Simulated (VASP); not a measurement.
# HfSi2B4 (P6/mmm) in VASP: a series of runs

Runs on HfSi2B4. Level: PBE. Tasks: single point, relaxation of cell and atoms.

Program: VASP 6.6.1. These are calculated values, not measurements. Logs are shortened: lines on timing, memory, paths and dates and some standing lists are left out, and cuts for length are marked.

## Step 1: The cell of the first run

Symmetry: P6/mmm, No. 191, hexagonal system. The conventional cell has a = 3.041 Å, b = 3.041 Å, c = 9.723 Å, α = 90.00°, β = 90.00°, γ = 120.00°. Hf (site symmetry 6/mmm) has 12 B at 2.52 Å and 6 Hf at 3.04 Å within 3.3 Å. Within 3.3 Å of Si (site symmetry 6mm) lie 6 B at 2.49 Å and 7 Si at 2.57 to 3.04 Å. B (site symmetry 3m) has 3 B at 1.76 Å within 2.3 Å.

## Step 2: Single point, PBE

Input file INCAR:

```
SYSTEM = HfSi2B4
  PREC = Accurate
  ENCUT = 520
  EDIFF = 1E-6
  ISMEAR = 0
  SIGMA = 0.2
  LREAL = .FALSE.
  LASPH = .TRUE.
  NELM = 80
  ALGO = Normal
  ISIF = 2
  LWAVE = .FALSE.
  LCHARG = .FALSE.
  GGA = PE
  NBANDS = 24
```

Input file KPOINTS:

```
Automatic mesh
0
G
  6 6 2
  0 0 0
```

Input file POSCAR:

```
HfSi2B4
1.0
    3.0407872404      0.0000000000      0.0000000000
   -1.5203936202      2.6333989977      0.0000000000
    0.0000000000      0.0000000000      9.7226342927
Hf Si B
1 2 4
Direct
    0.0000000000      0.0000000000      0.0000000000
    0.0000000000      0.0000000000      0.6322363704
    0.0000000000      0.0000000000      0.3677636296
    0.6666666667      0.3333333333      0.1863059790
    0.3333333333      0.6666666667      0.1863059790
    0.3333333333      0.6666666667      0.8136940210
    0.6666666667      0.3333333333      0.8136940210
```

Potentials or basis: VASP PAW PBE potentials, release 64 (Hf_pv, Si, B).

The run is started by

```console
$ cat potpaw_PBE.64/Hf_pv/POTCAR potpaw_PBE.64/Si/POTCAR potpaw_PBE.64/B/POTCAR > POTCAR
$ mpirun -np 1 vasp_std > vasp.out
```

OUTCAR:

```text
SYSTEM = HfSi2B4
   PREC = Accurate
   ENCUT = 520
   EDIFF = 1E-6
   ISMEAR = 0
   LREAL = .FALSE.
   LASPH = .TRUE.
   NELM = 80
   ISIF = 2
   GGA = PE

 ion  position               nearest neighbor table
   1  0.000  0.000  0.000-   4 2.52   5 2.52   6 2.52   7 2.52   4 2.52   7 2.52   5 2.52   6 2.52
                             4 2.52   7 2.52   5 2.52   6 2.52
   2  0.000  0.000  0.632-   6 2.49   7 2.49   7 2.49   6 2.49   7 2.49   6 2.49   3 2.57
   3  0.000  0.000  0.368-   4 2.49   5 2.49   4 2.49   5 2.49   4 2.49   5 2.49   2 2.57
   4  0.667  0.333  0.186-   5 1.76   5 1.76   5 1.76   3 2.49   3 2.49   3 2.49   1 2.52   1 2.52
                             1 2.52
   5  0.333  0.667  0.186-   4 1.76   4 1.76   4 1.76   3 2.49   3 2.49   3 2.49   1 2.52   1 2.52
                             1 2.52
   6  0.333  0.667  0.814-   7 1.76   7 1.76   7 1.76   2 2.49   2 2.49   2 2.49   1 2.52   1 2.52
                             1 2.52
   7  0.667  0.333  0.814-   6 1.76   6 1.76   6 1.76   2 2.49   2 2.49   2 2.49   1 2.52   1 2.52
                             1 2.52

  LATTYP: Found a hexagonal cell.
 ALAT       =     3.0407872404
 C/A-ratio  =     3.1974069621

  Lattice vectors:

 A1 = (   3.0407872404,   0.0000000000,   0.0000000000)
 A2 = (  -1.5203936202,   2.6333989977,   0.0000000000)
 A3 = (   0.0000000000,   0.0000000000,   9.7226342927)

Analysis of symmetry for initial positions (statically):
=====================================================================
 Subroutine PRICEL returns:
 Original cell was already a primitive cell.

 Routine SETGRP: Setting up the symmetry group for a
 hexagonal supercell.

 Subroutine GETGRP returns: Found 24 space group operations
 (whereof 24 operations were pure point group operations)
 out of a pool of 24 trial point group operations.

The static configuration has the point symmetry D_6h.

Analysis of symmetry for dynamics (positions and initial velocities):
=====================================================================
 Subroutine PRICEL returns:
 Original cell was already a primitive cell.

 Routine SETGRP: Setting up the symmetry group for a
 hexagonal supercell.

 Subroutine GETGRP returns: Found 24 space group operations
 (whereof 24 operations were pure point group operations)
 out of a pool of 24 trial point group operations.

The dynamic configuration has the point symmetry D_6h.

 Subroutine INISYM returns: Found 24 space group operations
 (whereof 24 operations are pure point group operations),
 and found     1 'primitive' translations

----------------------------------------------------------------------------------------

                                     Primitive cell

  volume of cell :      77.8550

  direct lattice vectors                    reciprocal lattice vectors
     3.040787240  0.000000000  0.000000000     0.328862206  0.189868683  0.000000000
    -1.520393620  2.633398998  0.000000000     0.000000000  0.379737366  0.000000000
     0.000000000  0.000000000  9.722634293     0.000000000  0.000000000  0.102852784

  length of vectors
     3.040787240  3.040787240  9.722634293     0.379737366  0.379737366  0.102852784

  position of ions in fractional coordinates (direct lattice)
     0.000000000  0.000000000  0.000000000
     0.000000000  0.000000000  0.632236370
     0.000000000  0.000000000  0.367763630
     0.666666667  0.333333333  0.186305979
     0.333333333  0.666666667  0.186305979
     0.333333333  0.666666667  0.813694021
     0.666666667  0.333333333  0.813694021

  ion indices of the primitive-cell ions
   primitive index   ion index
                 1           1
                 2           2
                 3           3
                 4           4
                 5           5
                 6           6
                 7           7

----------------------------------------------------------------------------------------

 KPOINTS: Automatic mesh

Automatic generation of k-mesh.
 Grid dimensions read from file:
 generate k-points for:    6    6    2

 Generating k-lattice:

  Cartesian coordinates                     Fractional coordinates (reciprocal lattice)
     0.054810368  0.031644781  0.000000000     0.166666667  0.000000000  0.000000000
     0.000000000  0.063289561  0.000000000     0.000000000  0.166666667  0.000000000
     0.000000000  0.000000000  0.051426392     0.000000000  0.000000000  0.500000000

  Length of vectors
     0.063289561  0.063289561  0.051426392

  Shift w.r.t. Gamma in fractional coordinates (k-lattice)
     0.000000000  0.000000000  0.000000000

 Subroutine IBZKPT returns following result:
 ===========================================

 Found     14 irreducible k-points:

 Following reciprocal coordinates:
            Coordinates               Weight
  0.000000  0.000000  0.000000      1.000000
  0.166667 -0.000000  0.000000      6.000000
  0.333333 -0.000000  0.000000      6.000000
  0.500000 -0.000000  0.000000      3.000000
  0.166667  0.166667  0.000000      6.000000
  0.333333  0.166667  0.000000     12.000000
  0.333333  0.333333  0.000000      2.000000
  0.000000  0.000000  0.500000      1.000000
  0.166667 -0.000000  0.500000      6.000000
  0.333333 -0.000000  0.500000      6.000000
  0.500000 -0.000000  0.500000      3.000000
  0.166667  0.166667  0.500000      6.000000
  0.333333  0.166667  0.500000     12.000000
  0.333333  0.333333  0.500000      2.000000
   k-points           NKPTS =     14   k-points in BZ     NKDIM =     14   number of bands    NBANDS=     24
   number of dos      NEDOS =    301   number of ions     NIONS =      7
   total plane-waves  NPLWV =  41472
   dimension x,y,z NGX =    24 NGY =   24 NGZ =   72
   dimension x,y,z NGXF=    48 NGYF=   48 NGZF=  144
   ions per type =               1   2   4
   NGX,Y,Z   is equivalent  to a cutoff of  13.12, 13.12, 12.31 a.u.
   NGXF,Y,Z  is equivalent  to a cutoff of  26.24, 26.24, 24.62 a.u.
 SYSTEM =  HfSi2B4
   PREC   = accura    normal or accurate (medium, high low for compatibility)
   ISTART =      0    job   : 0-new  1-cont  2-samecut
   ICHARG =      2    charge: 1-file 2-atom 10-const
   ISPIN  =      1    spin polarized calculation?
   LNONCOLLINEAR =      F non collinear calculations
   LSORBIT =      F    spin-orbit coupling
   LASPH  =      T    aspherical Exc in radial PAW
   ENCUT  =  520.0 eV  38.22 Ry    6.18 a.u.   5.65  5.65 18.08*2*pi/ulx,y,z
   NELM   =     80;   NELMIN=  2; NELMDL= -5     # of ELM steps
   EDIFF  = 0.1E-05   stopping-criterion for ELM
   LREAL  =      F    real-space projection
   EDIFFG = 0.1E-04   stopping-criterion for IOM
   NSW    =      0    number of steps for IOM
   IBRION =     -1    ionic relax: 0-MD 1-quasi-New 2-CG
   NFREE  =      0    steps in history (QN), initial steepest desc. (CG)
   ISIF   =      2    stress and relaxation
   ISYM   =      2    0-nonsym 1-usesym 2-fastsym
   POTIM  = 0.5000    time-step for ionic-motion
   TEBEG  =    0.0;   TEEND  =   0.0 temperature during run
   PSTRESS=    0.0 pullay stress
   NELECT =      30.0000    total number of electrons
   NUPDOWN=      -1.0000    fix difference up-down
   EMIN   =  10.00;   EMAX   =-10.00  energy-range for DOS
   EFERMI =   0.00;   METHOD = LEGACY
   ISMEAR =     0;   SIGMA  =   0.20  broadening in eV -4-tet -1-fermi 0-gaus
   EFERMI_NEDOS =   21; number of points for ismear=-14 and -15
   IALGO  =     38    algorithm
   IMIX   =      4    mixing-type and parameters
     AMIX     =   0.40;   BMIX     =  1.00
     AMIX_MAG =   1.60;   BMIX_MAG =  1.00
  volume/ion in A,a.u.               =      11.12        75.06
  Fermi-wavevector in a.u.,A,eV,Ry     =   1.191296  2.251223 19.309201  1.419186
  Thomas-Fermi vector in A             =   2.327361
   LORBIT       =      0    0 simple, 1 ext, 2 COOP (PROOUT), +10 PAW based schemes
   GGA     = PE    functional components
   LHFCALC =     F    Hartree Fock is set to
   AEXX    =    0.0000 exact exchange contribution
   IVDW    =     0    specifies the selected vdW correction
   LEPSILON=     F    determine dielectric tensor
   LRPA    =     F    only Hartree local field effects (RPA)
 non-spin polarized calculation
 Gauss-broadening in eV      SIGMA  =   0.20
  energy-cutoff  :      520.00
  volume of cell :       77.86
 maximum number of plane-waves:      2125
 NGX is ok and might be reduce to    24
   NGX = 11   NGY = 11   NGZ = 37

 number of electron      30.0000002 magnetization

 Free energy of the ion-electron system (eV)
  ---------------------------------------------------
  ext. energy  EPLUGINS =         0.00000000
  ---------------------------------------------------
  free energy    TOTEN  =       -47.31284433 eV

  energy without entropy =      -47.27872099  energy(sigma->0) =      -47.29578266

 E-fermi :   7.7092     XC(G=0): -11.5435

 val. band max:        7.6164210805   @ k =   0.3333   0.1667   0.0000
 cond. band min:       7.8445832388   @ k =   0.1667  -0.0000   0.5000
 fundamental gap:      0.2281621583
 Fermi energy:         7.7091623217

 k-point     1 :       0.0000    0.0000    0.0000
  band No.  band energies     occupation
      1     -22.9190      2.00000
      2     -22.1625      2.00000
      3     -22.1625      2.00000
      4      -6.6757      2.00000
      5      -5.9390      2.00000
      6      -3.0321      2.00000
[... 16 lines left out ...]
     23      13.8564      0.00000
     24      13.9864      0.00000

 k-point     2 :       0.1667   -0.0000    0.0000
  band No.  band energies     occupation
      1     -22.8693      2.00000
      2     -22.4227      2.00000
      3     -22.2197      2.00000
      4      -6.1341      2.00000
      5      -5.4822      2.00000
      6      -2.4050      2.00000
[... 16 lines left out ...]
     23      13.2901      0.00000
     24      13.5444      0.00000
[... 295 lines left out ...]
     23      13.8381      0.00000
     24      14.1615      0.00000

 k-point    14 :       0.3333    0.3333    0.5000
  band No.  band energies     occupation
      1     -22.8498      2.00000
      2     -22.8498      2.00000
      3     -22.6917      2.00000
      4      -1.0911      2.00000
      5      -1.0911      2.00000
      6      -0.6516      2.00000
[... 16 lines left out ...]
     23      14.0694      0.00000
     24      14.0694      0.00000

------------------------ aborting loop because EDIFF is reached ----------------------------------------

  FORCE on cell =-STRESS in cart. coord.  units (eV):
  Direction    XX          YY          ZZ          XY          YZ          ZX
  --------------------------------------------------------------------------------------
  -------------------------------------------------------------------------------------
  Total       -0.1092990     -0.1092990     -0.1504516      0.0000000      0.0000000      0.0000000
  in kB       -2.2492632     -2.2492632     -3.0961412      0.0000000      0.0000000      0.0000000
  external PRESSURE =      -2.5315559 kB  Pullay stress =       0.0000000 kB

 VOLUME and BASIS-vectors are now :
 -----------------------------------------------------------------------------
  energy-cutoff  :      520.00
  volume of cell :       77.86
      direct lattice vectors                 reciprocal lattice vectors
     3.040787240  0.000000000  0.000000000     0.328862206  0.189868683  0.000000000
    -1.520393620  2.633398998  0.000000000     0.000000000  0.379737366  0.000000000
     0.000000000  0.000000000  9.722634293     0.000000000  0.000000000  0.102852784

 POSITION                                       TOTAL-FORCE (eV/Angst)
 -----------------------------------------------------------------------------------
      0.00000      0.00000      0.00000        -0.000000      0.000000     -0.000000
      0.00000      0.00000      6.14700         0.000000     -0.000000      0.019724
      0.00000      0.00000      3.57563         0.000000      0.000000     -0.019724
      1.52039      0.87780      1.81138        -0.000000      0.000000     -0.010892
     -0.00000      1.75560      1.81138        -0.000000      0.000000     -0.010892
     -0.00000      1.75560      7.91125        -0.000000      0.000000      0.010892
      1.52039      0.87780      7.91125         0.000000      0.000000      0.010892
 -----------------------------------------------------------------------------------
    total drift:                                0.000000      0.000000      0.000000

  FREE ENERGIE OF THE ION-ELECTRON SYSTEM (eV)
  ---------------------------------------------------
  free  energy   TOTEN  =       -47.3128443293 eV

  energy  without entropy=      -47.2787209947  energy(sigma->0) =      -47.29578266
```

It took 32 s on 1 thread of AMD EPYC 7R43 (Zen 3), shared host; peak memory 0.16 GiB.

What came out:

| Quantity | Value |
| --- | --- |
| Free energy | -47.3128 eV |
| Pressure | -0.3 GPa |
| Largest force | 0.020 eV/Å |
| Band gap on the k mesh | zero (bands 15 and 16 overlap by 2.41 eV) |

Forces on the atoms (eV/Å):
```
Hf   0.000  0.000  0.000
Si   0.000  0.000  0.020
Si   0.000  0.000 -0.020
B    0.000  0.000 -0.011
B    0.000  0.000 -0.011
B    0.000  0.000  0.011
B    0.000  0.000  0.011
```

Levels at points of the mesh, in eV from the Fermi level:
```
           k point  band 12  band 13  band 14  band 15  band 16  band 17  band 18  band 19
(0.00, 0.00, 0.00)    -1.37    -0.69    -0.69     2.03     2.03     2.88     2.88     4.04
(0.50, 0.00, 0.00)    -3.67    -3.47    -3.32    -0.57     0.40     1.65     2.72     2.93
(0.00, 0.00, 0.50)    -0.69    -0.69     0.35     2.01     2.01     2.89     2.89     4.20
(0.50, 0.00, 0.50)    -4.16    -3.46    -1.91    -1.05    -0.30     1.96     2.17     2.62
```

Caveat: the k points lie up to 0.40 Å⁻¹ apart, too coarse for converged energies and pressures of a metal; spin-orbit coupling is left out, which moves the levels of the heavy elements.

[end of part 1 of 2]
